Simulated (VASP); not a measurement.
# TiGe4Mo (Cmmm) in VASP: single point with PBE

Aim: the single point of TiGe4Mo with PBE.

Program: VASP 6.6.1. These are calculated values, not measurements. Logs are shortened: lines on timing, memory, paths and dates and some standing lists are left out, and cuts for length are marked.

## (1) The cell of the first run

It takes space group Cmmm (No. 65, orthorhombic). The conventional cell has a = 4.914 Å, b = 8.670 Å, c = 4.884 Å, α = 90.00°, β = 90.00°, γ = 90.00°. Within 3.7 Å of Ti (site symmetry mmm) lie 10 Ge at 2.80 to 2.93 Å and 4 Mo at 3.46 Å. Within 3.6 Å of Ge (site symmetry m2m) lie 9 Ge at 2.76 to 3.46 Å and 2 Ti at 2.80 Å and 3 Mo at 2.82 to 2.96 Å. Ge (site symmetry m2m) has 9 Ge at 2.80 to 3.46 Å and 2 Mo at 2.82 Å and 3 Ti at 2.83 to 2.93 Å within 3.7 Å. Mo (site symmetry mmm) has 10 Ge at 2.82 to 2.96 Å and 4 Ti at 3.46 Å within 3.7 Å.

## (2) Single point, PBE (17.34 Å³/atom)

The input, INCAR:

```
SYSTEM = TiGe4Mo
ALGO = Normal ; EDIFF = 1E-6
ENCUT = 520 ; GGA = PE
ISIF = 2 ; ISMEAR = 0
LASPH = .True. ; LCHARG = .False.
LREAL = .False. ; LWAVE = .False.
NBANDS = 50 ; NELM = 60
PREC = Accurate ; SIGMA = 0.1
```

The input, KPOINTS:

```
k-points
0
Gamma
  10 10 8
  0 0 0
```

The input, POSCAR:

```
TiGe4Mo
1.0
    2.4569664740     -4.3351068154      0.0000000000
    2.4569664740      4.3351068154      0.0000000000
    0.0000000000      0.0000000000      4.8844563366
Ti Ge Mo
1 4 1
Direct
    0.5000000000      0.5000000000      0.5000000000
    0.6590318386      0.3409681614      0.0000000000
    0.1614924121      0.8385075879      0.5000000000
    0.3409681614      0.6590318386      0.0000000000
    0.8385075879      0.1614924121      0.5000000000
    0.0000000000      0.0000000000      0.0000000000
```

Potentials or basis: VASP PAW PBE potentials, release 64 (Ti_sv, Ge_d, Mo_sv).

The run is started by

```sh
> cat potpaw_PBE.64/Ti_sv/POTCAR potpaw_PBE.64/Ge_d/POTCAR potpaw_PBE.64/Mo_sv/POTCAR > POTCAR
> mpirun -np 1 vasp_std > vasp.out
```

OUTCAR:

```text
SYSTEM = TiGe4Mo
   EDIFF = 1E-6
   ENCUT = 520
   GGA = PE
   ISIF = 2
   ISMEAR = 0
   LASPH = .True.
   LREAL = .False.
   NELM = 60
   PREC = Accurate

 ion  position               nearest neighbor table
   1  0.500  0.500  0.500-   2 2.80   4 2.80   2 2.80   4 2.80   3 2.83   5 2.83   3 2.83   5 2.83

   2  0.659  0.341  0.000-   4 2.76   1 2.80   1 2.80   6 2.82   6 2.82   5 2.90   5 2.90   4 2.92
                             4 2.92   6 2.96
   3  0.161  0.839  0.500-   5 2.80   6 2.82   6 2.82   1 2.83   1 2.83   4 2.90   4 2.90   5 2.90
                             5 2.90
   4  0.341  0.659  0.000-   2 2.76   1 2.80   1 2.80   6 2.82   6 2.82   3 2.90   3 2.90   2 2.92
                             2 2.92   6 2.96
   5  0.839  0.161  0.500-   3 2.80   6 2.82   6 2.82   1 2.83   1 2.83   2 2.90   2 2.90   3 2.90
                             3 2.90
   6  0.000  0.000  0.000-   3 2.82   5 2.82   3 2.82   5 2.82   2 2.82   4 2.82   2 2.82   4 2.82
                             4 2.96   2 2.96

  LATTYP: Found a base centered orthorhombic cell.
 ALAT       =     4.9139329480
 B/A-ratio  =     1.7644143139
 C/A-ratio  =     0.9940014217

  Lattice vectors:

 A1 = (   2.4569664740,  -4.3351068154,   0.0000000000)
 A2 = (   2.4569664740,   4.3351068154,   0.0000000000)
 A3 = (   0.0000000000,   0.0000000000,   4.8844563366)

Analysis of symmetry for initial positions (statically):
=====================================================================
 Subroutine PRICEL returns:
 Original cell was already a primitive cell.

 Routine SETGRP: Setting up the symmetry group for a
 base centered orthorhombic supercell.

 Subroutine GETGRP returns: Found  8 space group operations
 (whereof  8 operations were pure point group operations)
 out of a pool of  8 trial point group operations.

The static configuration has the point symmetry D_2h.

Analysis of symmetry for dynamics (positions and initial velocities):
=====================================================================
 Subroutine PRICEL returns:
 Original cell was already a primitive cell.

 Routine SETGRP: Setting up the symmetry group for a
 base centered orthorhombic supercell.

 Subroutine GETGRP returns: Found  8 space group operations
 (whereof  8 operations were pure point group operations)
 out of a pool of  8 trial point group operations.

The dynamic configuration has the point symmetry D_2h.

 Subroutine INISYM returns: Found  8 space group operations
 (whereof  8 operations are pure point group operations),
 and found     1 'primitive' translations

----------------------------------------------------------------------------------------

                                     Primitive cell

  volume of cell :     104.0508

  direct lattice vectors                    reciprocal lattice vectors
     2.456966474 -4.335106815  0.000000000     0.203502980 -0.115337412  0.000000000
     2.456966474  4.335106815  0.000000000     0.203502980  0.115337412  0.000000000
     0.000000000  0.000000000  4.884456337     0.000000000  0.000000000  0.204731076

  length of vectors
     4.982954481  4.982954481  4.884456337     0.233914902  0.233914902  0.204731076

  position of ions in fractional coordinates (direct lattice)
     0.500000000  0.500000000  0.500000000
     0.659031839  0.340968161  0.000000000
     0.161492412  0.838507588  0.500000000
     0.340968161  0.659031839  0.000000000
     0.838507588  0.161492412  0.500000000
     0.000000000  0.000000000  0.000000000

  ion indices of the primitive-cell ions
   primitive index   ion index
                 1           1
                 2           2
                 3           3
                 4           4
                 5           5
                 6           6

----------------------------------------------------------------------------------------

 KPOINTS: k-points

Automatic generation of k-mesh.
 Grid dimensions read from file:
 generate k-points for:   10   10    8

 Generating k-lattice:

  Cartesian coordinates                     Fractional coordinates (reciprocal lattice)
     0.020350298 -0.011533741  0.000000000     0.100000000  0.000000000  0.000000000
     0.020350298  0.011533741  0.000000000     0.000000000  0.100000000  0.000000000
     0.000000000  0.000000000  0.025591384     0.000000000  0.000000000  0.125000000

  Length of vectors
     0.023391490  0.023391490  0.025591384

  Shift w.r.t. Gamma in fractional coordinates (k-lattice)
     0.000000000  0.000000000  0.000000000

 Subroutine IBZKPT returns following result:
 ===========================================

 Found    155 irreducible k-points:

 Following reciprocal coordinates:
            Coordinates               Weight
  0.000000  0.000000  0.000000      1.000000
  0.100000 -0.000000  0.000000      4.000000
  0.200000 -0.000000  0.000000      4.000000
  0.300000 -0.000000  0.000000      4.000000
  0.400000 -0.000000  0.000000      4.000000
  0.500000 -0.000000  0.000000      2.000000
[... 16 lines left out ...]
  0.300000  0.300000  0.000000      2.000000
  0.400000  0.300000  0.000000      4.000000
 [... further k-points ...]
   k-points           NKPTS =    155   k-points in BZ     NKDIM =    155   number of bands    NBANDS=     50
   number of dos      NEDOS =    301   number of ions     NIONS =      6
   total plane-waves  NPLWV =  57600
   dimension x,y,z NGX =    40 NGY =   40 NGZ =   36
   dimension x,y,z NGXF=    80 NGYF=   80 NGZF=   72
   ions per type =               1   4   1
   NGX,Y,Z   is equivalent  to a cutoff of  13.35, 13.35, 12.25 a.u.
   NGXF,Y,Z  is equivalent  to a cutoff of  26.69, 26.69, 24.51 a.u.
 SYSTEM =  TiGe4Mo
   PREC   = accura    normal or accurate (medium, high low for compatibility)
   ISTART =      0    job   : 0-new  1-cont  2-samecut
   ICHARG =      2    charge: 1-file 2-atom 10-const
   ISPIN  =      1    spin polarized calculation?
   LNONCOLLINEAR =      F non collinear calculations
   LSORBIT =      F    spin-orbit coupling
   LASPH  =      T    aspherical Exc in radial PAW
   ENCUT  =  520.0 eV  38.22 Ry    6.18 a.u.   9.26  9.26  9.08*2*pi/ulx,y,z
   NELM   =     60;   NELMIN=  2; NELMDL= -5     # of ELM steps
   EDIFF  = 0.1E-05   stopping-criterion for ELM
   LREAL  =      F    real-space projection
   EDIFFG = 0.1E-04   stopping-criterion for IOM
   NSW    =      0    number of steps for IOM
   IBRION =     -1    ionic relax: 0-MD 1-quasi-New 2-CG
   NFREE  =      0    steps in history (QN), initial steepest desc. (CG)
   ISIF   =      2    stress and relaxation
   ISYM   =      2    0-nonsym 1-usesym 2-fastsym
   POTIM  = 0.5000    time-step for ionic-motion
   TEBEG  =    0.0;   TEEND  =   0.0 temperature during run
   PSTRESS=    0.0 pullay stress
   NELECT =      82.0000    total number of electrons
   NUPDOWN=      -1.0000    fix difference up-down
   EMIN   =  10.00;   EMAX   =-10.00  energy-range for DOS
   EFERMI =   0.00;   METHOD = LEGACY
   ISMEAR =     0;   SIGMA  =   0.10  broadening in eV -4-tet -1-fermi 0-gaus
   EFERMI_NEDOS =   21; number of points for ismear=-14 and -15
   IALGO  =     38    algorithm
   IMIX   =      4    mixing-type and parameters
     AMIX     =   0.40;   BMIX     =  1.00
     AMIX_MAG =   1.60;   BMIX_MAG =  1.00
  volume/ion in A,a.u.               =      17.34       117.03
  Fermi-wavevector in a.u.,A,eV,Ry     =   1.512160  2.857568 31.111454  2.286627
  Thomas-Fermi vector in A             =   2.622121
   LORBIT       =      0    0 simple, 1 ext, 2 COOP (PROOUT), +10 PAW based schemes
   GGA     = PE    functional components
   LHFCALC =     F    Hartree Fock is set to
   AEXX    =    0.0000 exact exchange contribution
   IVDW    =     0    specifies the selected vdW correction
   LEPSILON=     F    determine dielectric tensor
   LRPA    =     F    only Hartree local field effects (RPA)
 non-spin polarized calculation
 Gauss-broadening in eV      SIGMA  =   0.10
  energy-cutoff  :      520.00
  volume of cell :      104.05
 maximum number of plane-waves:      2822
 NGX is ok and might be reduce to    40
   NGX = 19   NGY = 19   NGZ = 19

 number of electron      81.9999972 magnetization

 Free energy of the ion-electron system (eV)
  ---------------------------------------------------
  ext. energy  EPLUGINS =         0.00000000
  ---------------------------------------------------
  free energy    TOTEN  =       -37.82122787 eV

  energy without entropy =      -37.80531015  energy(sigma->0) =      -37.81326901

 E-fermi :   7.8928     XC(G=0): -11.8725

 val. band max:        7.8919522008   @ k =   0.4000   0.1000   0.1250
 cond. band min:       7.8976759606   @ k =   0.0000   0.0000   0.2500
 fundamental gap:      0.0057237598
 Fermi energy:         7.8928283441

 k-point     1 :       0.0000    0.0000    0.0000
  band No.  band energies     occupation
      1     -52.9074      2.00000
      2     -48.8876      2.00000
      3     -26.9962      2.00000
      4     -26.9767      2.00000
      5     -26.9730      2.00000
      6     -25.2147      2.00000
[... 42 lines left out ...]
     49      11.4255      0.00000
     50      11.4341      0.00000

 k-point     2 :       0.1000   -0.0000    0.0000
  band No.  band energies     occupation
      1     -52.9074      2.00000
      2     -48.8876      2.00000
      3     -26.9962      2.00000
      4     -26.9766      2.00000
      5     -26.9731      2.00000
      6     -25.2148      2.00000
[... 42 lines left out ...]
     49      11.5211      0.00000
     50      11.6421      0.00000

 k-point     3 :       0.2000   -0.0000    0.0000
  band No.  band energies     occupation
      1     -52.9074      2.00000
      2     -48.8876      2.00000
      3     -26.9964      2.00000
      4     -26.9764      2.00000
      5     -26.9735      2.00000
      6     -25.2149      2.00000
[... 1102 lines left out ...]
     49      11.1050      0.00000
     50      11.1391      0.00000

 k-point    24 :       0.4000    0.3000    0.0000
  band No.  band energies     occupation
      1     -52.9074      2.00000
      2     -48.8876      2.00000
      3     -26.9975      2.00000
      4     -26.9762      2.00000
      5     -26.9741      2.00000
      6     -25.2158      2.00000
[... 42 lines left out ...]
     49      11.4479      0.00000
     50      11.9084      0.00000

 [... further k-points ...]

------------------------ aborting loop because EDIFF is reached ----------------------------------------

  FORCE on cell =-STRESS in cart. coord.  units (eV):
  Direction    XX          YY          ZZ          XY          YZ          ZX
  --------------------------------------------------------------------------------------
  -------------------------------------------------------------------------------------
  Total       -6.4676427     -6.5000268     -6.4724026      0.0000000      0.0000000      0.0000000
  in kB      -99.5889938   -100.0876450    -99.6622859      0.0000000      0.0000000      0.0000000
  external PRESSURE =     -99.7796416 kB  Pullay stress =       0.0000000 kB

 VOLUME and BASIS-vectors are now :
 -----------------------------------------------------------------------------
  energy-cutoff  :      520.00
  volume of cell :      104.05
      direct lattice vectors                 reciprocal lattice vectors
     2.456966474 -4.335106815  0.000000000     0.203502980 -0.115337412  0.000000000
     2.456966474  4.335106815  0.000000000     0.203502980  0.115337412  0.000000000
     0.000000000  0.000000000  4.884456337     0.000000000  0.000000000  0.204731076

 POSITION                                       TOTAL-FORCE (eV/Angst)
 -----------------------------------------------------------------------------------
      2.45697      0.00000      2.44223        -0.000000      0.000000     -0.000000
      2.45697     -1.37884      0.00000         0.000000     -0.001249     -0.000000
      2.45697      2.93493      2.44223         0.000000     -0.005208      0.000000
      2.45697      1.37884      0.00000         0.000000      0.001249     -0.000000
      2.45697     -2.93493      2.44223         0.000000      0.005208     -0.000000
      0.00000      0.00000      0.00000         0.000000     -0.000000     -0.000000
 -----------------------------------------------------------------------------------
    total drift:                                0.000000      0.000000     -0.000000

  FREE ENERGIE OF THE ION-ELECTRON SYSTEM (eV)
  ---------------------------------------------------
  free  energy   TOTEN  =       -37.8212278652 eV

  energy  without entropy=      -37.8053101468  energy(sigma->0) =      -37.81326901
```

It took 11 min on 1 thread of Intel Xeon Platinum 8488C (Sapphire Rapids), shared host; peak memory 0.74 GiB.

Results:

* Free energy: -37.8212 eV
* Pressure: -10.0 GPa
* Largest force: 0.005 eV/Å
* Band gap on the k mesh: zero (bands 41 and 42 overlap by 1.33 eV)

Forces in eV/Å, atoms in the order of the input:
```
Ti   0.000  0.000  0.000
Ge   0.000 -0.001  0.000
Ge   0.000 -0.005  0.000
Ge   0.000  0.001  0.000
Ge   0.000  0.005  0.000
Mo   0.000  0.000  0.000
```

Levels at points of the mesh, in eV from the Fermi level:
| k point | band 39 | band 40 | band 41 | band 42 | band 43 | band 44 |
| --- | --- | --- | --- | --- | --- | --- |
| (0.00, 0.00, 0.00) | -1.06 | -0.81 | -0.74 | 1.11 | 2.04 | 2.23 |
| (0.50, 0.00, 0.00) | -1.42 | -1.18 | -0.32 | -0.08 | 1.19 | 1.54 |
| (0.50, 0.50, 0.00) | -0.48 | 0.16 | 0.20 | 0.35 | 0.58 | 1.13 |
| (0.00, 0.00, 0.50) | -1.09 | -0.94 | -0.70 | -0.66 | 1.65 | 2.19 |
| (0.50, 0.00, 0.50) | -0.75 | -0.44 | 0.67 | 0.78 | 2.01 | 2.12 |
| (0.50, 0.50, 0.50) | -0.23 | 0.02 | 0.06 | 0.75 | 0.80 | 1.13 |

Caveat: the cell stands under tension.
